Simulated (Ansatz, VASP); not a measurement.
## Two plane-wave programs on Al2B2As

```
Al B As
1.0
     7.12249    0.00000    0.00000
     0.00000    7.12249    0.00000
     0.00000    0.00000    2.95575
Al B As
4 4 2
Direct
  0.37310 0.87310 0.50000
  0.12690 0.37310 0.50000
  0.62690 0.12690 0.50000
  0.87310 0.62690 0.50000
  0.17150 0.67150 0.50000
  0.32850 0.17150 0.50000
  0.82850 0.32850 0.50000
  0.67150 0.82850 0.50000
  0.00000 0.00000 0.00000
  0.50000 0.50000 0.00000
```

Change from the starting cell: species swapped into the ErB2C2 type (P4/mbm, No. 127).

Alike in both runs: functional PBE; k mesh 4 × 4 × 6; occupations gaussian, width 0.1 eV; no spin polarisation.

Ansatz relaxed the structure, and its values are those at the end. VASP's run is a single point on that final structure, the one shown.

|  | VASP | Ansatz |
| --- | --- | --- |
| version | VASP 6.6.1 | Ansatz 0.2.0 |
| potentials or method | VASP PAW PBE potentials, release 64 (Al, B, As), cutoff 520 eV | scalar-relativistic, plane waves, PAW |
| valence electrons in the cell | 34 | 54 |

|  | VASP | Ansatz | Ansatz less VASP |
| --- | --- | --- | --- |
| gap on the k mesh at the Fermi level (eV) | none | none | - |
| pressure (GPa) | -0.1 | 0.0 | +0.05 |
| rms of the force components (eV/Å) | 0.009 | 0.010 | +0.0012 |

A gap of «none» marks a metal or a gap that the smearing closes. VASP's potentials hold 34 valence electrons a cell and Ansatz's 54, so a difference there can come from the potentials and not from the codes.
